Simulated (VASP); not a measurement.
A run of VASP 6.6.1 is set up as follows.

Contents of INCAR:

```
SYSTEM = Ta
PREC = Accurate
ENCUT = 520
EDIFF = 1E-6
ISMEAR = 0
SIGMA = 0.15
LREAL = .FALSE.
LASPH = .TRUE.
NELM = 80
ALGO = Fast
ISIF = 2
LWAVE = .FALSE.
LCHARG = .TRUE.
GGA = PE
LELF = .TRUE.
LVHAR = .TRUE.
NBANDS = 12
```

The input KPOINTS:

```
Automatic mesh
0
G
  18 18 18
  0 0 0
```

File POSCAR:

```
Ta
1.0
   -1.4769403763      1.6594835689      1.9084061042
    1.4769403763     -1.6594835689      1.9084061042
    1.4769403763      1.6594835689     -1.9084061042
Ta
1
Direct
    0.0000000000      0.0000000000      0.0000000000
```

Potentials or basis: VASP PAW PBE potentials, release 64 (Ta_pv).

Command:

```console
$ cat potpaw_PBE.64/Ta_pv/POTCAR > POTCAR
$ mpirun -np 1 vasp_std > vasp.out
```

(1) What does it give for the band gap on the k mesh?

(2) Predict the pressure.

Results:

(1) zero (an odd number of electrons rules out a gap without spin polarisation).

(2) -0.5 GPa.

Caveat: the cell differs from its parent crystal (normal strain along x -0.1100, normal strain along z +0.1500); the stress differs along the axes, from -10 to 7 GPa; spin-orbit coupling is left out, which moves the levels of the heavy elements.
